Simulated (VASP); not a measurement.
# Te: single point with PBEsol

Crystal: Te.

```xyz
1
Lattice="2.3040 1.3302 1.6261 -2.3040 1.3302 1.6261 0.0000 -2.6604 1.6261" Properties=species:S:1:pos:R:3 pbc="T T T"
Te    0.0000    0.0000    2.4391
```

```json
{
 "Program": "VASP 6.6.1",
 "Task": "single point",
 "Functional": "PBEsol",
 "Potentials or basis": "VASP PAW PBE potentials, release 64 (Te)",
 "Cutoff": "520 eV",
 "k mesh": "9 × 9 × 9",
 "Occupations": "fermi-dirac, width 0.05 eV",
 "Spin": "no spin polarisation",
 "Dipole correction": "no",
 "Further INCAR settings": "ALGO = Normal; EDIFF = 1e-06; NBANDS = 9"
}
```

```json
{
  "Pressure": "2.1 GPa",
  "Band gap on the k mesh": "zero (band 3 reaches 9.93 eV, above the bottom of band 4 at 4.97 eV)"
}
```

Levels at points of the mesh, in eV from the Fermi level:
```
           k point  band 1  band 2  band 3  band 4  band 5  band 6  band 7
(0.00, 0.00, 0.00)  -14.28    0.98    1.62    1.62    6.12    6.12    6.80
```

It took 7.6 s on 1 thread of Intel(R) Xeon(R) Platinum 8488C (Sapphire Rapids), with other jobs on the host, peak memory 0.15 GiB.

Caveat: the PAW data sets were made with another functional, which shifts forces and pressure a little; spin-orbit coupling is left out, which moves the levels of the heavy elements.
